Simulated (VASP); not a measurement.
**Ta: single point with RPBE**

Crystal: Ta.

```
Ta
1.0
    -1.66839    1.66839    1.66839
     1.66839   -1.66839    1.66839
     1.66839    1.66839   -1.66839
Ta
1
Direct
  0.00000 0.00000 0.00000
```

```yaml
Program: VASP 6.6.1
Task: single point
Functional: RPBE
Potentials_or_basis: VASP PAW PBE potentials, release 64 (Ta_pv)
Cutoff: 520 eV
k_mesh: 11 × 11 × 11
Occupations: fermi-dirac, width 0.05 eV
Spin: no spin polarisation
Dipole_correction: no
Further_INCAR_settings: ALGO = Normal; EDIFF = 1e-06; NBANDS = 12
```

```
Pressure : 0.0 GPa
```

Levels at points of the mesh, in eV from the Fermi level:
```tsv
k point	band 3	band 4	band 5	band 6	band 7	band 8
(0.00, 0.00, 0.00)	-33.21	-7.78	0.76	0.76	0.76	3.93
```

Run time: 13 s on 1 thread of AMD EPYC 7R13 (shared host), peak memory 0.11 GiB.

Caveat: the PAW data sets were made with another functional, which shifts forces and pressure a little; spin-orbit coupling is left out, which moves the levels of the heavy elements.
